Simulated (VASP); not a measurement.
A run of VASP 6.6.1:

The input INCAR:

```
SYSTEM = GaN
  PREC = Accurate
  ENCUT = 520
  EDIFF = 1E-7
  ISMEAR = 0
  SIGMA = 0.02
  LREAL = .FALSE.
  LASPH = .TRUE.
  NELM = 80
  ALGO = Normal
  ISIF = 2
  LWAVE = .FALSE.
  LCHARG = .FALSE.
  GGA = PE
  NBANDS = 16
```

The input KPOINTS:

```
Automatic mesh
0
G
  10 10 10
  0 0 0
```

Contents of POSCAR:

```
GaN
1.0
    0.0000000000      2.2742385013      2.2742385013
    2.2742385013      0.0000000000      2.2742385013
    2.2742385013      2.2742385013      0.0000000000
Ga N
1 1
Direct
    0.0000000000      0.0000000000      0.0000000000
    0.2500000000      0.2500000000      0.2500000000
```

Potentials or basis: VASP PAW PBE potentials, release 64 (Ga_d, N).

Command:

```console
$ cat potpaw_PBE.64/Ga_d/POTCAR potpaw_PBE.64/N/POTCAR > POTCAR
$ mpirun -np 1 vasp_std > vasp.out
```

Hardware: 1 thread of Intel Xeon 6975P-C (shared host).

Problem. Estimate the wall time of this run.

Solution. It took 11 s on 1 thread of Intel Xeon 6975P-C (shared host), peak memory 0.14 GiB. Counts: scf iterations 14, k points 47.
